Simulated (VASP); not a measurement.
Wanted: the native input for a VASP 6.6.1 run.

| Quantity | Value |
| --- | --- |
| Task | single point |
| Functional | LDA |
| Potentials or basis | VASP PAW LDA potentials, release 64 (Cu) |
| Cutoff | 520 eV |
| k mesh | 19 × 19 × 19 |
| Occupations | fermi-dirac, width 0.08 eV |
| Spin | no spin polarisation |
| Dipole correction | no |
| Further INCAR settings | ALGO = Normal; EDIFF = 1e-06; NBANDS = 12 |

The structure of Cu lies in POSCAR:

```
Cu
1.0
   -1.2702896842      1.2702896842      1.2702896842
    1.2702896842     -1.2702896842      1.2702896842
    1.2702896842      1.2702896842     -1.2702896842
Cu
1
Direct
    0.0000000000      0.0000000000      0.0000000000
```

This cell differs from its parent crystal: volume scaled by 0.75.

The input as run:

INCAR

```
SYSTEM = Cu
PREC = Accurate ; ENCUT = 520
EDIFF = 1E-6 ; ISMEAR = -1
SIGMA = 0.08 ; LREAL = .FALSE.
LASPH = .TRUE. ; NELM = 100
ALGO = Normal ; ISIF = 2
LWAVE = .FALSE. ; LCHARG = .FALSE.
GGA = CA ; NBANDS = 12
```

KPOINTS

```
regular mesh
0
G
  19 19 19
  0 0 0
```

Potentials or basis: VASP PAW LDA potentials, release 64 (Cu).

Launch:

```sh
$ cat potpaw_LDA.64/Cu/POTCAR > POTCAR
$ mpirun -np 1 vasp_std > vasp.out
```

Results of the run:

The pressure is 110.5 GPa.

It took 4.6 s on 1 thread of Intel(R) Xeon(R) 6975P-C (Granite Rapids), with other jobs on the host, peak memory 0.12 GiB.
